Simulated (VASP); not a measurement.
A run of VASP 6.6.1 is set up as follows.

The input INCAR:

```
SYSTEM = KBr
PREC     = Accurate       ! precision mode
ENCUT    = 520            ! plane-wave cutoff, eV
EDIFF    = 1E-6           ! SCF threshold, eV
ISMEAR   = 0              ! smearing method
SIGMA    = 0.01           ! smearing width, eV
LREAL    = .False.        ! projectors in reciprocal space
LASPH    = .True.         ! aspherical terms in the spheres
NELM     = 100            ! most SCF steps
ALGO     = Normal         ! electronic algorithm
ISIF     = 2              ! what is computed and relaxed
LWAVE    = .False.        ! write WAVECAR
LCHARG   = .False.        ! write CHGCAR
GGA      = CA             ! functional
NBANDS   = 15             ! bands
```

KPOINTS

```
regular mesh
0
Gamma
  4 4 4
  0 0 0
```

POSCAR

```
KBr
1.0
    4.0434990000      0.0000000000      0.0000000000
    0.0000000000      4.0434990000      0.0000000000
    0.0000000000      0.0000000000      4.0434990000
K Br
1 1
Direct
    0.0000000000      0.0000000000      0.0000000000
    0.5000000000      0.5000000000      0.5000000000
```

Potentials or basis: VASP PAW LDA potentials, release 64 (K_sv, Br).

The run is started by

```bash
$ cat potpaw_LDA.64/K_sv/POTCAR potpaw_LDA.64/Br/POTCAR > POTCAR
$ mpirun -np 1 vasp_std > vasp.out
```

(1) Estimate the pressure.

(2) Predict the band gap on the k mesh.

Results:

(1) -2.6 GPa.

(2) 3.48 eV, indirect (least direct gap 3.75 eV).
